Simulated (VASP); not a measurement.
Crystal: SnO (Romarchite).

```
CELL_PARAMETERS angstrom
3.79860 0.00000 0.00000
0.00000 3.79860 0.00000
0.00000 0.00000 4.84080
ATOMIC_POSITIONS crystal
Sn 0.50000 0.00000 0.23690
Sn 0.00000 0.50000 0.76310
O 0.00000 0.00000 0.00000
O 0.50000 0.50000 0.00000
```

| Quantity | Value |
| --- | --- |
| Program | VASP 6.6.1 |
| Task | relaxation of cell and atoms |
| Functional | PBE |
| Potentials or basis | VASP PAW PBE potentials, release 64 (Sn_d, O) |
| Cutoff | 600 eV |
| k mesh | 5 × 5 × 4 |
| Occupations | methfessel-paxton, width 0.126 eV |
| Spin | no spin polarisation |

At the start: pressure 5.1 GPa; volume 17.46 Å³/atom.

Problem. Where does the relaxation end?

Solution. Over 7 steps the energy falls by 14.5 meV/atom and the volume is 18.50 Å³/atom (+5.9 %); space group P4/nmm (No. 129, to 0.05 Å).

The path:
```
step  energy change (eV)  largest force (eV/Å)  pressure (GPa)  volume (Å³)
   1              0.0000                0.5781            5.05        69.85
   2             -0.0053                0.8924           -3.53        75.57
   3             -0.0511                0.2181            0.28        72.69
   4             -0.0511                0.2028            0.37        72.63
   5             -0.0549                0.1181            0.27        73.08
   6             -0.0566                0.0139            0.14        73.66
   7             -0.0579                0.0328           -0.03        73.99
```

Final structure:
```
Sn O
1.0
     3.87744    0.00000    0.00000
     0.00000    3.87744    0.00000
     0.00000    0.00000    4.92133
Sn O
2 2
Direct
  0.50000 0.00000 0.23523
  0.00000 0.50000 0.76477
  0.00000 0.00000 0.00000
  0.50000 0.50000 0.00000
```

Caveat: the relaxation stopped at a loose force limit of 0.05 eV/Å, so its end isn't a converged minimum.
